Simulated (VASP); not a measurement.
A run of VASP 6.6.1 is set up as follows.

INCAR

```
PREC = Accurate
ENCUT = 600
EDIFF = 1E-7
ISMEAR = -1
SIGMA = 0.15
LREAL = F
LASPH = T
NELM = 100
ALGO = Normal
ISIF = 3
LWAVE = F
LCHARG = F
GGA = CA
IBRION = 2
NSW = 80
EDIFFG = -0.001
```

The input KPOINTS:

```
regular mesh
0
Gamma
  12 12 12
```

File POSCAR:

```
Sn2Ge
1.0
    0.0000000000      3.3958313250      3.3958313250
    3.3958313250      0.0000000000      3.3958313250
    3.3958313250      3.3958313250      0.0000000000
Sn Ge
2 1
Direct
    0.7500000000      0.7500000000      0.7500000000
    0.2500000000      0.2500000000      0.2500000000
    0.0000000000      0.0000000000      0.0000000000
```

Potentials or basis: VASP PAW LDA potentials, release 64 (Sn_d, Ge_d).

Run with:

```console
$ cat potpaw_LDA.64/Sn_d/POTCAR potpaw_LDA.64/Ge_d/POTCAR > POTCAR
$ mpirun -np 1 vasp_std > vasp.out
```

Q: Predict the relaxed cell.

A: a = 4.809 Å, b = 4.809 Å, c = 4.809 Å, α = 60.00°, β = 60.00°, γ = 60.00°.

Q: Predict the space group after relaxing (to 0.05 Å).

A: Fm-3m (No. 225).

Q: Estimate the band gap on the k mesh.

A: Zero (band 21 reaches 7.52 eV, above the bottom of band 22 at 5.72 eV).

Q: What does it give for the relaxed volume?

A: 26.22 Å³/atom.

Step by step:
```tsv
step	energy change (eV)	largest force (eV/Å)	pressure (GPa)	volume (Å³)
1	0.0000	0.0000	0.22	78.32
2	-0.0002	0.0000	-0.06	78.73
3	-0.0002	0.0000	0.03	78.65
4	-0.0002	0.0000	-0.02	78.67
5	-0.0002	0.0000	-0.01	78.66
6	-0.0002	0.0000	0.00	78.65
```

Caveat: spin-orbit coupling is left out, which moves the levels of the heavy elements.
